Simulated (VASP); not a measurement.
Write the native input for VASP 6.6.1 that does the following.

```
Task                   : single point
Functional             : PBEsol
Potentials or basis    : VASP PAW PBE potentials, release 64 (Li_sv)
Cutoff                 : 520 eV
k mesh                 : 13 × 13 × 13
Occupations            : fermi-dirac, width 0.08 eV
Spin                   : no spin polarisation
Dipole correction      : no
Further INCAR settings : ALGO = Normal; EDIFF = 1e-07; NBANDS = 8
```

The structure of Li lies in POSCAR:

```
Li
1.0
    0.0000000000      2.1579600000      2.2020000000
    2.1579600000      0.0000000000      2.2020000000
    2.1579600000      2.1579600000      0.0000000000
Li
1
Direct
    0.0000000000      0.0000000000      0.0000000000
```

This cell differs from its parent crystal: equal xx and yy strain of -2 %.

These files were run (other wordings do the same):

INCAR

```
PREC     = Accurate       # precision mode
ENCUT    = 520            # plane-wave cutoff, eV
EDIFF    = 1E-7           # SCF threshold, eV
ISMEAR   = -1             # smearing method
SIGMA    = 0.08           # smearing width, eV
LREAL    = F              # projectors in reciprocal space
LASPH    = T              # aspherical terms in the spheres
NELM     = 60             # most SCF steps
ALGO     = Normal         # electronic algorithm
ISIF     = 2              # what is computed and relaxed
LWAVE    = F              # write WAVECAR
LCHARG   = F              # write CHGCAR
GGA      = PS             # functional
NBANDS   = 8              # bands
```

KPOINTS

```
Automatic mesh
0
Gamma
  13 13 13
```

Potentials or basis: VASP PAW PBE potentials, release 64 (Li_sv).

Command:

```sh
$ cat potpaw_PBE.64/Li_sv/POTCAR > POTCAR
$ mpirun -np 1 vasp_std > vasp.out
```

Run time: 14 s on 1 thread of AMD EPYC 9R45 96-Core Processor (Zen 5), with other jobs on the host, peak memory 0.11 GiB.
